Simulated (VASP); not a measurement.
Here is a VASP 6.6.1 calculation.

File INCAR:

```
PREC = Accurate
ENCUT = 520
EDIFF = 1E-8
ISMEAR = -1
SIGMA = 0.03
LREAL = F
LASPH = T
NELM = 60
ALGO = Normal
ISIF = 2
LWAVE = F
LCHARG = F
GGA = CA
LEFG = T
NBANDS = 33
```

File KPOINTS:

```
regular mesh
0
Gamma
  5 5 8
```

The input POSCAR:

```
TaN
1.0
    5.2368492484      0.0000000000      0.0000000000
   -2.6184246242      4.5352444848      0.0000000000
    0.0000000000      0.0000000000      2.9080000000
Ta N
3 3
Direct
    0.0000000000      0.0000000000      0.0000000000
    0.3333333333      0.6666666667      0.5000000000
    0.6666666667      0.3333333333      0.5000000000
    0.5000000000      0.0000000000      0.0000000000
    0.5000000000      0.5000000000      0.0000000000
    0.0000000000      0.5000000000      0.0000000000
```

Potentials or basis: VASP PAW LDA potentials, release 64 (Ta_pv, N).

Run with:

```console
$ cat potpaw_LDA.64/Ta_pv/POTCAR potpaw_LDA.64/N/POTCAR > POTCAR
$ mpirun -np 1 vasp_std > vasp.out
```

(1) What does it give for the band gap on the k mesh?

(2) Predict the pressure.

Answers

(1) zero (bands 24 and 25 overlap by 2.11 eV).

(2) -8.4 GPa.

Caveat: the cell differs from its parent crystal (equal xx and yy strain of +1 %); the cell stands under tension; without QUAD_EFG the Cq values of the log hold for a quadrupole moment of 1 mb, not for the nuclei; spin-orbit coupling is left out, which moves the levels of the heavy elements.
